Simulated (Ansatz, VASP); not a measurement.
One calculation of Cu, two programs

Contents of INCAR:

```
PREC = Accurate
ENCUT = 520
EDIFF = 1E-7
ISMEAR = 0
SIGMA = 0.1
LREAL = False
LASPH = True
NELM = 80
ALGO = Normal
ISIF = 2
LWAVE = False
LCHARG = False
GGA = PE
NBANDS = 12
```

KPOINTS

```
regular mesh
0
Gamma
  26 26 26
```

File POSCAR:

```
Cu
1.0
    0.0000000000      1.7586720239      1.7586720239
    1.7586720239      0.0000000000      1.7586720239
    1.7586720239      1.7586720239      0.0000000000
Cu
1
Direct
    0.5000000000      0.5000000000      0.5000000000
```

Input for Ansatz:

```yaml
crystal:
  lattice:
    - [0.0, 1.7586720239, 1.7586720239]
    - [1.7586720239, 0.0, 1.7586720239]
    - [1.7586720239, 1.7586720239, 0.0]
  atoms:
    - { symbol: Cu, position: [0.5, 0.5, 0.5] }
basis:
  ecutwfc: 420
kpoints:
  mp_grid: { grid: [26, 26, 26] }
hamiltonian:
  xc: pbe
scf:
  occupations: { method: gaussian, width: 0.1 }
output:
  forces: true
  stress: true
  eigenvalues: true
```

Alike in both runs: task single point; functional PBE; k mesh 26 × 26 × 26; occupations gaussian, width 0.1 eV; no spin polarisation.

|  | VASP | Ansatz |
| --- | --- | --- |
| version | VASP 6.6.1 | Ansatz 0.2.0 |
| potentials or method | VASP PAW PBE potentials, release 64 (Cu), cutoff 520 eV | scalar-relativistic, plane waves, PAW |
| valence electrons in the cell | 11 | 19 |

VASP gave:

```
gap on the k mesh at the Fermi level (eV) : none
pressure (GPa)                            : 17.4
```

Question: What did Ansatz give for the same quantities?

Answer: gap on the k mesh at the Fermi level (eV): none; pressure (GPa): 16.8.

A gap of «none» marks a metal or a gap that the smearing closes. VASP's potentials hold 11 valence electrons a cell and Ansatz's 19, so a difference there can come from the potentials and not from the codes.
